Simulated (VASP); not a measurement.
KBe2Br: relaxation of cell and atoms with PBE

The system is KBe2Br.

```
CELL_PARAMETERS angstrom
2.18446 -6.58683 0.00000
2.18446 6.58683 0.00000
0.00000 0.00000 4.57512
ATOMIC_POSITIONS crystal
K 0.00000 0.00000 0.00000
Be 0.00000 0.50000 0.00000
Be 0.50000 0.00000 0.00000
Br 0.50000 0.50000 0.50000
```

```json
{
 "Program": "VASP 6.6.1",
 "Task": "relaxation of cell and atoms",
 "Functional": "PBE",
 "Potentials or basis": "VASP PAW PBE potentials, release 64 (K_sv, Be, Br)",
 "Cutoff": "600 eV",
 "k mesh": "12 × 12 × 10",
 "Occupations": "gaussian, width 0.1 eV",
 "Spin": "no spin polarisation",
 "Dipole correction": "no",
 "Further INCAR settings": "ALGO = Normal; EDIFF = 1e-06; IBRION = 2; EDIFFG = -0.01; NSW = 100; ISIF = 3"
}
```

```json
{
 "Relaxed volume": "33.47 Å³/atom",
 "Relaxed cell": "a = 7.002 Å, b = 7.002 Å, c = 4.606 Å, α = 90.00°, β = 90.00°, γ = 143.64°",
 "Space group after relaxing (to 0.05 Å)": "Cmmm (No. 65)",
 "Energy gained by relaxing": "0.2 meV/atom",
 "Ionic steps": "7",
 "Pressure after relaxing": "0.0 GPa",
 "Band gap on the k mesh": "zero (band 10 reaches 0.09 eV, above the bottom of band 11 at -0.02 eV)"
}
```

Step by step:
```csv
step,energy change (eV),largest force (eV/Å),pressure (GPa),volume (Å³)
1,0.0000,0.0000,0.12,131.66
2,-0.0003,0.0000,0.06,132.14
3,-0.0003,0.0000,0.02,132.46
4,-0.0003,0.0000,0.01,132.57
5,-0.0005,0.0000,0.00,132.86
6,-0.0007,0.0000,0.00,133.20
7,-0.0008,0.0000,0.00,133.89
```

Final structure:
```yaml
crystal:
  lattice:
    - [2.18470, -6.65224, 0.00000]
    - [2.18470, 6.65224, 0.00000]
    - [0.00000, 0.00000, 4.60634]
  atoms:
    - { symbol: K, position: [0.00000, 0.00000, 0.00000] }
    - { symbol: Be, position: [0.00000, 0.50000, 0.00000] }
    - { symbol: Be, position: [0.50000, 0.00000, 0.00000] }
    - { symbol: Br, position: [0.50000, 0.50000, 0.50000] }
```

Levels at points of the mesh, in eV from the Fermi level:
| k point | band 7 | band 8 | band 9 | band 10 | band 11 | band 12 | band 13 | band 14 |
| --- | --- | --- | --- | --- | --- | --- | --- | --- |
| (0.00, 0.00, 0.00) | -2.90 | -2.55 | -2.34 | -0.06 | 0.90 | 1.70 | 3.68 | 3.93 |
| (0.50, 0.00, 0.00) | -3.10 | -2.81 | -2.58 | -2.04 | 1.92 | 2.05 | 3.43 | 3.45 |
| (0.50, 0.50, 0.00) | -2.54 | -2.34 | -2.25 | -0.30 | -0.04 | 1.54 | 4.09 | 4.41 |
| (0.00, 0.00, 0.50) | -2.93 | -2.72 | -2.58 | -0.21 | 0.05 | 0.51 | 4.53 | 5.49 |
| (0.50, 0.00, 0.50) | -2.97 | -2.56 | -2.34 | -2.07 | 1.56 | 1.76 | 1.98 | 2.58 |
| (0.50, 0.50, 0.50) | -3.53 | -2.89 | -2.58 | -0.02 | 0.32 | 0.62 | 4.47 | 4.84 |

It took 36 min on 1 thread of Intel(R) Xeon(R) Platinum 8488C (Sapphire Rapids), on a shared host, peak memory 0.92 GiB.
